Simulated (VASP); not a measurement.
## HfN: single point with HF

Crystal: HfN.

```
Hf N
1.0
     2.83217    0.00000    0.00000
     0.00000    2.83217    0.00000
     0.00000    0.00000    2.83217
Hf N
1 1
Direct
  0.50000 0.50000 0.50000
  0.00000 0.00000 0.00000
```

| Quantity | Value |
| --- | --- |
| Program | VASP 6.6.1 |
| Task | single point |
| Functional | HF |
| Potentials or basis | VASP PAW PBE potentials, release 64 (Hf_pv, N) |
| Cutoff | 520 eV |
| k mesh | 5 × 5 × 5 |
| Occupations | fermi-dirac, width 0.05 eV |
| Spin | no spin polarisation |

```
Pressure               : -9.2 GPa
Band gap on the k mesh : zero (an odd number of electrons rules out a gap without spin polarisation)
```

Levels at points of the mesh, in eV from the Fermi level:
| k point | band 5 | band 6 | band 7 | band 8 | band 9 | band 10 | band 11 | band 12 |
| --- | --- | --- | --- | --- | --- | --- | --- | --- |
| (0.00, 0.00, 0.00) | -7.35 | -7.35 | -7.35 | -6.83 | -6.83 | 5.94 | 9.21 | 9.21 |

Wall time 14 min on 1 thread of Intel Xeon 8259CL (shared host), peak memory 0.15 GiB.

Caveat: the k points lie up to 0.44 Å⁻¹ apart, too coarse for converged energies and pressures of a metal; the PAW data sets were made with another functional, which shifts forces and pressure a little; spin-orbit coupling is left out, which moves the levels of the heavy elements.
